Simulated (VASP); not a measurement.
# NiS (P6_3/mmc) in VASP: single point with LDA

Aim: the single point of NiS with LDA.

Everything below comes from runs of VASP 6.6.1. Logs are shortened: lines on timing, memory, paths and dates and some standing lists are left out, and cuts for length are marked.

## 1. The cell of the first run

It takes space group P6_3/mmc (No. 194, hexagonal). Conventional cell: a = 3.425 Å, b = 3.425 Å, c = 5.340 Å, α = 90.00°, β = 90.00°, γ = 120.00°. Ni (site symmetry -3m) has 6 S at 2.39 Å and 2 Ni at 2.67 Å within 3.2 Å. S (site symmetry -6m2) has 6 Ni at 2.39 Å and 12 S at 3.32 to 3.43 Å within 3.5 Å.

## 2. Single point, LDA, collinear spin, ferromagnetic start

File INCAR:

```
  ALGO = Normal
  EDIFF = 1E-6
  ENCUT = 520
  GGA = CA
  ISIF = 2
  ISMEAR = -1
  ISPIN = 2
  LASPH = True
  LCHARG = True
  LELF = True
  LMAXMIX = 4
  LORBIT = 11
  LREAL = False
  LVHAR = True
  LWAVE = False
  MAGMOM = 1.5 1.5 0 0
  NBANDS = 28
  NELM = 150
  PREC = Accurate
  SIGMA = 0.05
```

File KPOINTS:

```
k-points
0
Gamma
  11 11 7
```

File POSCAR:

```
NiS
1.0
    3.4250000000      0.0000000000      0.0000000000
   -1.7125000000      2.9661370080      0.0000000000
    0.0000000000      0.0000000000      5.3400000000
Ni S
2 2
Direct
    0.0000000000      0.0000000000      0.0000000000
    0.0000000000      0.0000000000      0.5000000000
    0.3333333333      0.6666666667      0.2500000000
    0.6666666667      0.3333333333      0.7500000000
```

Potentials or basis: VASP PAW LDA potentials, release 64 (Ni, S).

Started as:

```
> cat potpaw_LDA.64/Ni/POTCAR potpaw_LDA.64/S/POTCAR > POTCAR
> mpirun -np 1 vasp_std > vasp.out
```

OUTCAR:

```text
EDIFF = 1E-6
   ENCUT = 520
   GGA = CA
   ISIF = 2
   ISMEAR = -1
   ISPIN = 2
   LASPH = True
   LORBIT = 11
   LREAL = False
   NELM = 150
   PREC = Accurate

 ion  position               nearest neighbor table
   1  0.000  0.000  0.000-   3 2.39   4 2.39   4 2.39   3 2.39   4 2.39   3 2.39   2 2.67   2 2.67

   2  0.000  0.000  0.500-   3 2.39   4 2.39   4 2.39   3 2.39   4 2.39   3 2.39   1 2.67   1 2.67

   3  0.333  0.667  0.250-   1 2.39   2 2.39   1 2.39   2 2.39   1 2.39   2 2.39
   4  0.667  0.333  0.750-   1 2.39   2 2.39   1 2.39   2 2.39   1 2.39   2 2.39

  LATTYP: Found a hexagonal cell.
 ALAT       =     3.4250000000
 C/A-ratio  =     1.5591240876

  Lattice vectors:

 A1 = (   3.4250000000,   0.0000000000,   0.0000000000)
 A2 = (  -1.7125000000,   2.9661370080,   0.0000000000)
 A3 = (   0.0000000000,   0.0000000000,   5.3400000000)

Analysis of symmetry for initial positions (statically):
=====================================================================
 Subroutine PRICEL returns:
 Original cell was already a primitive cell.

 Routine SETGRP: Setting up the symmetry group for a
 hexagonal supercell.

 Subroutine GETGRP returns: Found 24 space group operations
 (whereof 12 operations were pure point group operations)
 out of a pool of 24 trial point group operations.

The static configuration has the point symmetry D_3d.
 The point group associated with its full space group is D_6h.

Analysis of symmetry for dynamics (positions and initial velocities):
=====================================================================
 Subroutine PRICEL returns:
 Original cell was already a primitive cell.

 Routine SETGRP: Setting up the symmetry group for a
 hexagonal supercell.

 Subroutine GETGRP returns: Found 24 space group operations
 (whereof 12 operations were pure point group operations)
 out of a pool of 24 trial point group operations.

The dynamic configuration has the point symmetry D_3d.
 The point group associated with its full space group is D_6h.

Analysis of structural, dynamic, and magnetic symmetry:
=====================================================================
 Subroutine PRICEL returns:
 Original cell was already a primitive cell.

 Routine SETGRP: Setting up the symmetry group for a
 hexagonal supercell.

 Subroutine GETGRP returns: Found 24 space group operations
 (whereof 12 operations were pure point group operations)
 out of a pool of 24 trial point group operations.

The overall configuration has the point symmetry D_3d.
 The point group associated with its full space group is D_6h.

 Subroutine INISYM returns: Found 24 space group operations
 (whereof 12 operations are pure point group operations),
 and found     1 'primitive' translations

----------------------------------------------------------------------------------------

                                     Primitive cell

  volume of cell :      54.2492

  direct lattice vectors                    reciprocal lattice vectors
     3.425000000  0.000000000  0.000000000     0.291970803  0.168569422  0.000000000
    -1.712500000  2.966137008  0.000000000     0.000000000  0.337138843  0.000000000
     0.000000000  0.000000000  5.340000000     0.000000000  0.000000000  0.187265918

  length of vectors
     3.425000000  3.425000000  5.340000000     0.337138843  0.337138843  0.187265918

  position of ions in fractional coordinates (direct lattice)
     0.000000000  0.000000000  0.000000000
     0.000000000  0.000000000  0.500000000
     0.333333333  0.666666667  0.250000000
     0.666666667  0.333333333  0.750000000

  ion indices of the primitive-cell ions
   primitive index   ion index
                 1           1
                 2           2
                 3           3
                 4           4

----------------------------------------------------------------------------------------

 KPOINTS: k-points

Automatic generation of k-mesh.
 Grid dimensions read from file:
 generate k-points for:   11   11    7

 Generating k-lattice:

  Cartesian coordinates                     Fractional coordinates (reciprocal lattice)
     0.026542800  0.015324493  0.000000000     0.090909091  0.000000000  0.000000000
     0.000000000  0.030648986  0.000000000     0.000000000  0.090909091  0.000000000
     0.000000000  0.000000000  0.026752274     0.000000000  0.000000000  0.142857143

  Length of vectors
     0.030648986  0.030648986  0.026752274

  Shift w.r.t. Gamma in fractional coordinates (k-lattice)
     0.000000000  0.000000000  0.000000000

 Subroutine IBZKPT returns following result:
 ===========================================

 Found     64 irreducible k-points:

 Following reciprocal coordinates:
            Coordinates               Weight
  0.000000  0.000000  0.000000      1.000000
  0.090909 -0.000000  0.000000      6.000000
  0.181818  0.000000  0.000000      6.000000
  0.272727  0.000000  0.000000      6.000000
  0.363636  0.000000  0.000000      6.000000
  0.454545  0.000000  0.000000      6.000000
[... 16 lines left out ...]
  0.090909  0.090909  0.142857     12.000000
  0.181818  0.090909  0.142857     24.000000
 [... further k-points ...]
   k-points           NKPTS =     64   k-points in BZ     NKDIM =     64   number of bands    NBANDS=     28
   number of dos      NEDOS =    301   number of ions     NIONS =      4
   total plane-waves  NPLWV =  31360
   dimension x,y,z NGX =    28 NGY =   28 NGZ =   40
   dimension x,y,z NGXF=    56 NGYF=   56 NGZF=   80
   ions per type =               2   2
   NGX,Y,Z   is equivalent  to a cutoff of  13.59, 13.59, 12.45 a.u.
   NGXF,Y,Z  is equivalent  to a cutoff of  27.18, 27.18, 24.91 a.u.
 SYSTEM =  unknown system
   PREC   = accura    normal or accurate (medium, high low for compatibility)
   ISTART =      0    job   : 0-new  1-cont  2-samecut
   ICHARG =      2    charge: 1-file 2-atom 10-const
   ISPIN  =      2    spin polarized calculation?
   LNONCOLLINEAR =      F non collinear calculations
   LSORBIT =      F    spin-orbit coupling
   LASPH  =      T    aspherical Exc in radial PAW
   ENCUT  =  520.0 eV  38.22 Ry    6.18 a.u.   6.37  6.37  9.93*2*pi/ulx,y,z
   NELM   =    150;   NELMIN=  2; NELMDL= -5     # of ELM steps
   EDIFF  = 0.1E-05   stopping-criterion for ELM
   LREAL  =      F    real-space projection
   EDIFFG = 0.1E-04   stopping-criterion for IOM
   NSW    =      0    number of steps for IOM
   IBRION =     -1    ionic relax: 0-MD 1-quasi-New 2-CG
   NFREE  =      0    steps in history (QN), initial steepest desc. (CG)
   ISIF   =      2    stress and relaxation
   ISYM   =      2    0-nonsym 1-usesym 2-fastsym
   POTIM  = 0.5000    time-step for ionic-motion
   TEBEG  =    0.0;   TEEND  =   0.0 temperature during run
   PSTRESS=    0.0 pullay stress
   NELECT =      32.0000    total number of electrons
   NUPDOWN=      -1.0000    fix difference up-down
   EMIN   =  10.00;   EMAX   =-10.00  energy-range for DOS
   EFERMI =   0.00;   METHOD = LEGACY
   ISMEAR =    -1;   SIGMA  =   0.05  broadening in eV -4-tet -1-fermi 0-gaus
   EFERMI_NEDOS =   21; number of points for ismear=-14 and -15
   IALGO  =     38    algorithm
   IMIX   =      4    mixing-type and parameters
     AMIX     =   0.40;   BMIX     =  1.00
     AMIX_MAG =   1.60;   BMIX_MAG =  1.00
  volume/ion in A,a.u.               =      13.56        91.52
  Fermi-wavevector in a.u.,A,eV,Ry     =   1.372968  2.594534 25.647549  1.885042
  Thomas-Fermi vector in A             =   2.498527
   LORBIT       =     11    0 simple, 1 ext, 2 COOP (PROOUT), +10 PAW based schemes
   GGA     = CA    functional components
   LHFCALC =     F    Hartree Fock is set to
   AEXX    =    0.0000 exact exchange contribution
   IVDW    =     0    specifies the selected vdW correction
   LEPSILON=     F    determine dielectric tensor
   LRPA    =     F    only Hartree local field effects (RPA)
 spin polarized calculation
  energy-cutoff  :      520.00
  volume of cell :       54.25
 maximum number of plane-waves:      1478
 NGX is ok and might be reduce to    28
   NGX = 13   NGY = 13   NGZ = 19

 number of electron      31.9999985 magnetization      -0.0009731

 number of electron      31.9999985 magnetization       0.0004949

 Free energy of the ion-electron system (eV)
  ---------------------------------------------------
  ext. energy  EPLUGINS =         0.00000000
  ---------------------------------------------------
  free energy    TOTEN  =       -23.98203855 eV

  energy without entropy =      -23.95942360  energy(sigma->0) =      -23.97073108

 E-fermi :   8.3211     XC(G=0): -12.0424

 val. band max:        8.3175459584   @ k =   0.2727   0.2727   0.1429
 cond. band min:       8.3290418934   @ k =   0.0909  -0.0000   0.4286
 fundamental gap:      0.0114959349
 Fermi energy:         8.3210634413

 spin component 1

 k-point     1 :       0.0000    0.0000    0.0000
  band No.  band energies     occupation
      1      -7.2990      1.00000
      2      -5.0166      1.00000
      3       0.6398      1.00000
      4       3.6215      1.00000
      5       3.6215      1.00000
      6       5.2149      1.00000
[... 20 lines left out ...]
     27      19.1883      0.00000
     28      19.9277      0.00000

 k-point     2 :       0.0909   -0.0000    0.0000
  band No.  band energies     occupation
      1      -7.1979      1.00000
      2      -4.9840      1.00000
      3       0.7634      1.00000
      4       3.5339      1.00000
      5       3.6322      1.00000
      6       5.0619      1.00000
[... 20 lines left out ...]
     27      19.3754      0.00000
     28      19.8124      0.00000

 k-point     3 :       0.1818    0.0000    0.0000
  band No.  band energies     occupation
      1      -6.9038      1.00000
      2      -4.8995      1.00000
      3       1.1252      1.00000
      4       3.2610      1.00000
      5       3.6577      1.00000
      6       4.1458      1.00000
[... 616 lines left out ...]
      3       1.2387      1.00000
      4       3.4624      1.00000
      5       3.6868      1.00000
      6       4.3765      1.00000
[... 20 lines left out ...]
     27      19.8854      0.00000
     28      19.9968      0.00000

 k-point    24 :       0.1818    0.0909    0.1429
  band No.  band energies     occupation
      1      -6.5574      1.00000
      2      -4.9563      1.00000
      3       1.5831      1.00000
      4       3.1391      1.00000
      5       3.3887      1.00000
      6       3.6851      1.00000
[... 20 lines left out ...]
     27      19.7796      0.00000
     28      20.6208      0.00000

 [... further k-points ...]

 spin component 2

 k-point     1 :       0.0000    0.0000    0.0000
  band No.  band energies     occupation
      1      -7.2990      1.00000
      2      -5.0166      1.00000
      3       0.6399      1.00000
      4       3.6217      1.00000
      5       3.6217      1.00000
      6       5.2151      1.00000
[... 20 lines left out ...]
     27      19.1884      0.00000
     28      19.9277      0.00000

 k-point     2 :       0.0909   -0.0000    0.0000
  band No.  band energies     occupation
      1      -7.1978      1.00000
      2      -4.9839      1.00000
      3       0.7634      1.00000
      4       3.5340      1.00000
      5       3.6323      1.00000
      6       5.0620      1.00000
[... 20 lines left out ...]
     27      19.3754      0.00000
     28      19.8125      0.00000

 k-point     3 :       0.1818    0.0000    0.0000
  band No.  band energies     occupation
      1      -6.9038      1.00000
      2      -4.8994      1.00000
      3       1.1253      1.00000
      4       3.2611      1.00000
      5       3.6578      1.00000
      6       4.1459      1.00000
[... 616 lines left out ...]
      3       1.2388      1.00000
      4       3.4625      1.00000
      5       3.6870      1.00000
      6       4.3766      1.00000
[... 20 lines left out ...]
     27      19.8855      0.00000
     28      19.9969      0.00000

 k-point    24 :       0.1818    0.0909    0.1429
  band No.  band energies     occupation
      1      -6.5573      1.00000
      2      -4.9563      1.00000
      3       1.5831      1.00000
      4       3.1392      1.00000
      5       3.3888      1.00000
      6       3.6852      1.00000
[... 20 lines left out ...]
     27      19.7797      0.00000
     28      20.6209      0.00000

 [... further k-points ...]

------------------------ aborting loop because EDIFF is reached ----------------------------------------

  FORCE on cell =-STRESS in cart. coord.  units (eV):
  Direction    XX          YY          ZZ          XY          YZ          ZX
  --------------------------------------------------------------------------------------
  -------------------------------------------------------------------------------------
  Total       -3.6138622     -3.6138622     -5.3871835      0.0000000      0.0000000      0.0000000
  in kB     -106.7306449   -106.7306449   -159.1033460      0.0000000      0.0000000      0.0000000
  external PRESSURE =    -124.1882119 kB  Pullay stress =       0.0000000 kB

 VOLUME and BASIS-vectors are now :
 -----------------------------------------------------------------------------
  energy-cutoff  :      520.00
  volume of cell :       54.25
      direct lattice vectors                 reciprocal lattice vectors
     3.425000000  0.000000000  0.000000000     0.291970803  0.168569422  0.000000000
    -1.712500000  2.966137008  0.000000000     0.000000000  0.337138843  0.000000000
     0.000000000  0.000000000  5.340000000     0.000000000  0.000000000  0.187265918

 POSITION                                       TOTAL-FORCE (eV/Angst)
 -----------------------------------------------------------------------------------
      0.00000      0.00000      0.00000         0.000000     -0.000000     -0.000000
      0.00000      0.00000      2.67000         0.000000     -0.000000     -0.000000
     -0.00000      1.97742      1.33500         0.000000     -0.000000     -0.000000
      1.71250      0.98871      4.00500        -0.000000      0.000000      0.000000
 -----------------------------------------------------------------------------------
    total drift:                               -0.000000     -0.000000     -0.000000

  FREE ENERGIE OF THE ION-ELECTRON SYSTEM (eV)
  ---------------------------------------------------
  free  energy   TOTEN  =       -23.9820385491 eV

  energy  without entropy=      -23.9594236035  energy(sigma->0) =      -23.97073108

 total charge

# of ion       s       p       d       tot
------------------------------------------
    1        0.388   0.450   8.431   9.269
    2        0.388   0.450   8.431   9.269
    3        1.354   2.264   0.000   3.619
    4        1.354   2.264   0.000   3.619
--------------------------------------------------
tot          3.484   5.430  16.861  25.775

 magnetization (x)

# of ion       s       p       d       tot
------------------------------------------
    1        0.000   0.000   0.000   0.000
    2        0.000   0.000   0.000   0.000
    3        0.000   0.000   0.000   0.000
    4        0.000   0.000   0.000   0.000
--------------------------------------------------
tot          0.000   0.000   0.000   0.000
```

It took 2.7 min on 1 thread of Intel Xeon Platinum 8259CL at 2.50GHz (Skylake/Cascade Lake), shared host; peak memory 0.25 GiB.

What came out:

```
Free energy                                           : -23.9820 eV
Pressure                                              : -12.4 GPa
Band gap on the k mesh                                : zero (filled and empty bands overlap)
Net moment                                            : 0.00 μB per cell
Valence electrons inside the program's atomic spheres : Ni 9.27; S 3.62
```

Caveat: the cell stands under tension.
